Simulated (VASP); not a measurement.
# Na (P6_3/mmc) in VASP: further runs

Na is run at these levels: PBEsol; tasks: relaxation of shape and atoms at fixed volume.

All numbers are computed with VASP 6.6.1; they aren't measurements. Logs are shortened: lines on timing, memory, paths and dates and some standing lists are left out, and cuts for length are marked.

**1. The cell of the first run**

The structure is hexagonal, space group P6_3/mmc (No. 194). Conventional cell: a = 3.761 Å, b = 3.761 Å, c = 6.098 Å, α = 90.00°, β = 90.00°, γ = 120.00°. Within 4.9 Å of Na (site symmetry -6m2) lie 12 Na at 3.74 to 3.76 Å.

This isn't the form of Na at room conditions, which is bcc.

**2. Relaxation of shape and atoms at fixed volume, PBEsol (37.35 Å³/atom)**

INCAR

```
PREC     = Accurate       # precision mode
ENCUT    = 600            # plane-wave cutoff, eV
EDIFF    = 1E-6           # SCF threshold, eV
ISMEAR   = 0              # smearing method
SIGMA    = 0.1            # smearing width, eV
LREAL    = False          # projectors in reciprocal space
LASPH    = True           # aspherical terms in the spheres
NELM     = 80             # most SCF steps
ALGO     = Normal         # electronic algorithm
ISIF     = 4              # what is computed and relaxed
LWAVE    = False          # write WAVECAR
LCHARG   = False          # write CHGCAR
GGA      = PS             # functional
IBRION   = 2              # ionic algorithm
NSW      = 50             # ionic steps
EDIFFG   = -0.01          # ionic threshold
```

KPOINTS

```
regular mesh
0
Gamma
  12 12 8
```

POSCAR

```
Na
1.0
    3.7610465977      0.0000000000      0.0000000000
   -1.8805232989      3.2571618985      0.0000000000
    0.0000000000      0.0000000000      6.0978806914
Na
2
Direct
    0.3333333333      0.6666666667      0.2500000000
    0.6666666667      0.3333333333      0.7500000000
```

Potentials or basis: VASP PAW PBE potentials, release 64 (Na_pv).

Run with:

```
> cat potpaw_PBE.64/Na_pv/POTCAR > POTCAR
> mpirun -np 1 vasp_std > vasp.out
```

OUTCAR:

```text
PREC = Accurate
   ENCUT = 600
   EDIFF = 1E-6
   ISMEAR = 0
   LREAL = False
   LASPH = True
   NELM = 80
   ISIF = 4
   GGA = PS
   IBRION = 2
   NSW = 50
   EDIFFG = -0.01

 ion  position               nearest neighbor table
   1  0.333  0.667  0.250-
   2  0.667  0.333  0.750-

  LATTYP: Found a hexagonal cell.
 ALAT       =     3.7610465977
 C/A-ratio  =     1.6213254829

  Lattice vectors:

 A1 = (   3.7610465977,   0.0000000000,   0.0000000000)
 A2 = (  -1.8805232989,   3.2571618985,   0.0000000000)
 A3 = (   0.0000000000,   0.0000000000,   6.0978806914)

Analysis of symmetry for initial positions (statically):
=====================================================================
 Subroutine PRICEL returns:
 Original cell was already a primitive cell.

 Routine SETGRP: Setting up the symmetry group for a
 hexagonal supercell.

 Subroutine GETGRP returns: Found 24 space group operations
 (whereof 12 operations were pure point group operations)
 out of a pool of 24 trial point group operations.

The static configuration has the point symmetry D_3d.
 The point group associated with its full space group is D_6h.

Analysis of symmetry for dynamics (positions and initial velocities):
=====================================================================
 Subroutine PRICEL returns:
 Original cell was already a primitive cell.

 Routine SETGRP: Setting up the symmetry group for a
 hexagonal supercell.

 Subroutine GETGRP returns: Found 24 space group operations
 (whereof 12 operations were pure point group operations)
 out of a pool of 24 trial point group operations.

The dynamic configuration has the point symmetry D_3d.
 The point group associated with its full space group is D_6h.

 Subroutine INISYM returns: Found 24 space group operations
 (whereof 12 operations are pure point group operations),
 and found     1 'primitive' translations

----------------------------------------------------------------------------------------

                                     Primitive cell

  volume of cell :      74.7011

  direct lattice vectors                    reciprocal lattice vectors
     3.761046598  0.000000000  0.000000000     0.265883438  0.153507875  0.000000000
    -1.880523299  3.257161899  0.000000000     0.000000000  0.307015749  0.000000000
     0.000000000  0.000000000  6.097880691     0.000000000  0.000000000  0.163991401

  length of vectors
[... 90 lines left out ...]
   POTIM  = 0.5000    time-step for ionic-motion
   TEBEG  =    0.0;   TEEND  =   0.0 temperature during run
   PSTRESS=    0.0 pullay stress
   NELECT =      14.0000    total number of electrons
   NUPDOWN=      -1.0000    fix difference up-down
   EMIN   =  10.00;   EMAX   =-10.00  energy-range for DOS
   EFERMI =   0.00;   METHOD = LEGACY
   ISMEAR =     0;   SIGMA  =   0.10  broadening in eV -4-tet -1-fermi 0-gaus
   EFERMI_NEDOS =   21; number of points for ismear=-14 and -15
   IALGO  =     38    algorithm
   IMIX   =      4    mixing-type and parameters
     AMIX     =   0.40;   BMIX     =  1.00
     AMIX_MAG =   1.60;   BMIX_MAG =  1.00
  volume/ion in A,a.u.               =      37.35       252.05
  Fermi-wavevector in a.u.,A,eV,Ry     =   0.936861  1.770411 11.941951  0.877709
  Thomas-Fermi vector in A             =   2.063913
   LORBIT       =      0    0 simple, 1 ext, 2 COOP (PROOUT), +10 PAW based schemes
   GGA     = PS    functional components
   LHFCALC =     F    Hartree Fock is set to
   AEXX    =    0.0000 exact exchange contribution
   IVDW    =     0    specifies the selected vdW correction
   LEPSILON=     F    determine dielectric tensor
   LRPA    =     F    only Hartree local field effects (RPA)
 conjugate gradient relaxation of ions
 non-spin polarized calculation
 Gauss-broadening in eV      SIGMA  =   0.10
  energy-cutoff  :      600.00
  volume of cell :       74.70
 maximum number of plane-waves:      2539
   NGX = 15   NGY = 15   NGZ = 25

 number of electron      14.0000008 magnetization

 Free energy of the ion-electron system (eV)
  ---------------------------------------------------
  ext. energy  EPLUGINS =         0.00000000
  ---------------------------------------------------
  free energy    TOTEN  =        -2.80442773 eV

  energy without entropy =       -2.80083235  energy(sigma->0) =       -2.80263004

 E-fermi :   0.2717     XC(G=0):  -6.4810

 val. band max:        0.2547353872   @ k =   0.2500   0.2500   0.3750
 cond. band min:       0.3282359256   @ k =   0.4167   0.0833   0.2500
 fundamental gap:      0.0735005384
 Fermi energy:         0.2716752124

 k-point     1 :       0.0000    0.0000    0.0000
  band No.  band energies     occupation
      1     -24.5383      2.00000
      2     -24.5081      2.00000
      3     -24.5081      2.00000
      4     -24.5032      2.00000
      5     -24.5031      2.00000
      6     -24.5031      2.00000
      7      -2.9790      2.00000
      8       0.8602      0.00000
      9       1.2879      0.00000
     10      10.1608      0.00000
     11      10.1614      0.00000
[... 309 lines left out ...]
 k-point    24 :       0.3333   -0.0000    0.1250
  band No.  band energies     occupation
      1     -24.5304      2.00000
      2     -24.5247      2.00000
      3     -24.5226      2.00000
      4     -24.5137      2.00000
      5     -24.5082      2.00000
      6     -24.5068      2.00000
      7      -1.3111      2.00000
      8       1.6171      0.00000
      9       3.1239      0.00000
     10       3.9050      0.00000
     11       6.0520      0.00000

 [... further k-points ...]

------------------------ aborting loop because EDIFF is reached ----------------------------------------

  FORCE on cell =-STRESS in cart. coord.  units (eV):
  Direction    XX          YY          ZZ          XY          YZ          ZX
  --------------------------------------------------------------------------------------
  -------------------------------------------------------------------------------------
  Total       -0.0887001     -0.0887001     -0.0915244      0.0000000     -0.0000000      0.0000000
  in kB       -1.9024252     -1.9024252     -1.9630019      0.0000000     -0.0000000      0.0000000
  external PRESSURE =      -1.9226174 kB  Pullay stress =       0.0000000 kB

 VOLUME and BASIS-vectors are now :
 -----------------------------------------------------------------------------
  energy-cutoff  :      600.00
  volume of cell :       74.70
      direct lattice vectors                 reciprocal lattice vectors
     3.761046598  0.000000000  0.000000000     0.265883438  0.153507875  0.000000000
    -1.880523299  3.257161899  0.000000000     0.000000000  0.307015749  0.000000000
     0.000000000  0.000000000  6.097880691     0.000000000  0.000000000  0.163991401

 POSITION                                       TOTAL-FORCE (eV/Angst)
 -----------------------------------------------------------------------------------
     -0.00000      2.17144      1.52447         0.000000      0.000000      0.000000
      1.88052      1.08572      4.57341        -0.000000      0.000000      0.000000
 -----------------------------------------------------------------------------------
    total drift:                                0.000000     -0.000000      0.000000

  FREE ENERGIE OF THE ION-ELECTRON SYSTEM (eV)
  ---------------------------------------------------
  free  energy   TOTEN  =        -2.8044277275 eV

  energy  without entropy=       -2.8008323540  energy(sigma->0) =       -2.80263004

 reached required accuracy - stopping structural energy minimisation
```

OSZICAR:

```text
N       E                     dE             d eps       ncg     rms          rms(c)
DAV:   1     0.921291634201E+02    0.92129E+02   -0.82567E+03  2090   0.134E+03
DAV:   2     0.488706970655E+00   -0.91640E+02   -0.91149E+02  2093   0.313E+02
DAV:   3    -0.276162512945E+01   -0.32503E+01   -0.32471E+01  2453   0.741E+01
DAV:   4    -0.280770112882E+01   -0.46076E-01   -0.46070E-01  2355   0.968E+00
DAV:   5    -0.280874850886E+01   -0.10474E-02   -0.10474E-02  2422   0.148E+00    0.328E-01
DAV:   6    -0.280547399619E+01    0.32745E-02   -0.52242E-03  2476   0.135E+00    0.200E-01
DAV:   7    -0.280452589369E+01    0.94810E-03   -0.49310E-03  2456   0.115E+00    0.650E-02
DAV:   8    -0.280442732673E+01    0.98567E-04   -0.44434E-04  2417   0.475E-01    0.397E-03
DAV:   9    -0.280442772748E+01   -0.40075E-06   -0.53445E-06  2299   0.380E-02
   1 F= -.28044277E+01 E0= -.28026300E+01  d E =-.280443E+01
```

CONTCAR:

```text
Na
   1.00000000000000
     3.7610465977000000    0.0000000000000000    0.0000000000000000
    -1.8805232989000000    3.2571618985000002    0.0000000000000000
     0.0000000000000000    0.0000000000000000    6.0978806914000003
  Na
     2
Direct
     0.3333333332999970    0.6666666667000030    0.2500000000000000
     0.6666666667000030    0.3333333332999970    0.7500000000000000

  0.00000000E+00  0.00000000E+00  0.00000000E+00
  0.00000000E+00  0.00000000E+00  0.00000000E+00
```

It took 28 s on 1 thread of AMD EPYC 9R45 (Zen 5), shared host; peak memory 0.2 GiB.

What came out:

| Property | Result |
| --- | --- |
| Free energy | -2.8044 eV |
| Pressure after relaxing | -0.2 GPa |
| Band gap on the k mesh | zero (bands 7 and 8 overlap by 4.27 eV) |

Final structure:
```xyz
2
Lattice="3.7610 0.0000 0.0000 -1.8805 3.2572 0.0000 0.0000 0.0000 6.0979" Properties=species:S:1:pos:R:3 pbc="T T T"
Na    0.0000    2.1714    1.5245
Na    1.8805    1.0857    4.5734
```

Levels at points of the mesh, in eV from the Fermi level:
```tsv
k point	band 5	band 6	band 7	band 8	band 9	band 10
(0.00, 0.00, 0.00)	-24.77	-24.77	-3.25	0.59	1.02	9.89
(0.50, 0.00, 0.00)	-24.78	-24.78	0.23	0.35	3.86	3.88
(0.00, 0.00, 0.50)	-24.78	-24.78	-2.21	-2.21	5.59	5.59
(0.50, 0.00, 0.50)	-24.78	-24.78	1.05	1.05	1.54	1.54
```

Caveat: the PAW data sets were made with another functional, which shifts forces and pressure a little.

**3. Relaxation of shape and atoms at fixed volume, PBEsol (38.44 Å³/atom)**

This run uses another cell than the first one, of 38.44 Å³/atom.

INCAR

```
SYSTEM = Na
PREC = Accurate ; ENCUT = 600
EDIFF = 1E-6 ; ISMEAR = 0
SIGMA = 0.1 ; LREAL = .FALSE.
LASPH = .TRUE. ; NELM = 100
ALGO = Normal ; ISIF = 4
LWAVE = .FALSE. ; LCHARG = .FALSE.
GGA = PS ; IBRION = 2
NSW = 50 ; EDIFFG = -0.01
```

KPOINTS

```
regular mesh
0
G
  12 12 8
  0 0 0
```

POSCAR

```
Na
1.0
    3.7972127260      0.0000000000      0.0000000000
   -1.8986063630      3.2884826842      0.0000000000
    0.0000000000      0.0000000000      6.1565177567
Na
2
Direct
    0.3333333333      0.6666666667      0.2500000000
    0.6666666667      0.3333333333      0.7500000000
```

Potentials or basis: VASP PAW PBE potentials, release 64 (Na_pv).

Run with:

```
> cat potpaw_PBE.64/Na_pv/POTCAR > POTCAR
> mpirun -np 1 vasp_std > vasp.out
```

OUTCAR:

```text
SYSTEM = Na
   PREC = Accurate
   ENCUT = 600
   EDIFF = 1E-6
   ISMEAR = 0
   LREAL = .FALSE.
   LASPH = .TRUE.
   NELM = 100
   ISIF = 4
   GGA = PS
   IBRION = 2
   NSW = 50
   EDIFFG = -0.01

 ion  position               nearest neighbor table
   1  0.333  0.667  0.250-
   2  0.667  0.333  0.750-

  LATTYP: Found a hexagonal cell.
 ALAT       =     3.7972127260
[... 527 lines left out ...]

 [... further k-points ...]

------------------------ aborting loop because EDIFF is reached ----------------------------------------

  FORCE on cell =-STRESS in cart. coord.  units (eV):
  Direction    XX          YY          ZZ          XY          YZ          ZX
  --------------------------------------------------------------------------------------
  -------------------------------------------------------------------------------------
  Total       -0.1809016     -0.1809016     -0.1866568      0.0000000      0.0000000      0.0000000
  in kB       -3.7701399     -3.7701399     -3.8900815      0.0000000      0.0000000      0.0000000
  external PRESSURE =      -3.8101204 kB  Pullay stress =       0.0000000 kB

 VOLUME and BASIS-vectors are now :
 -----------------------------------------------------------------------------
  energy-cutoff  :      600.00
  volume of cell :       76.88
      direct lattice vectors                 reciprocal lattice vectors
     3.797212726  0.000000000  0.000000000     0.263351061  0.152045806  0.000000000
    -1.898606363  3.288482684  0.000000000     0.000000000  0.304091612  0.000000000
     0.000000000  0.000000000  6.156517757     0.000000000  0.000000000  0.162429484

 POSITION                                       TOTAL-FORCE (eV/Angst)
 -----------------------------------------------------------------------------------
     -0.00000      2.19232      1.53913         0.000000      0.000000      0.000000
      1.89861      1.09616      4.61739        -0.000000      0.000000      0.000000
 -----------------------------------------------------------------------------------
    total drift:                               -0.000000      0.000000     -0.000000

  FREE ENERGIE OF THE ION-ELECTRON SYSTEM (eV)
  ---------------------------------------------------
  free  energy   TOTEN  =        -2.8003364601 eV

  energy  without entropy=       -2.7966626169  energy(sigma->0) =       -2.79849954

 reached required accuracy - stopping structural energy minimisation
```

CONTCAR:

```text
Na
   1.00000000000000
     3.7972127260000001    0.0000000000000000    0.0000000000000000
    -1.8986063630000001    3.2884826841999999    0.0000000000000000
     0.0000000000000000    0.0000000000000000    6.1565177566999996
  Na
     2
Direct
     0.3333333332999970    0.6666666667000030    0.2500000000000000
     0.6666666667000030    0.3333333332999970    0.7500000000000000

  0.00000000E+00  0.00000000E+00  0.00000000E+00
  0.00000000E+00  0.00000000E+00  0.00000000E+00
```

It took 29 s on 1 thread of AMD EPYC 9R45 (Zen 5), shared host; peak memory 0.2 GiB.

What came out:

* Free energy: -2.8003 eV
* Pressure after relaxing: -0.4 GPa
* Band gap on the k mesh: zero (bands 7 and 8 overlap by 4.20 eV)

Final structure:
```yaml
crystal:
  lattice:
    - [3.79721, 0.00000, 0.00000]
    - [-1.89861, 3.28848, 0.00000]
    - [0.00000, 0.00000, 6.15652]
  atoms:
    - { symbol: Na, position: [0.33333, 0.66667, 0.25000] }
    - { symbol: Na, position: [0.66667, 0.33333, 0.75000] }
```

Caveat: the PAW data sets were made with another functional, which shifts forces and pressure a little.

The gap in the log of VASP goes by the Fermi energy; the results here count the filled bands.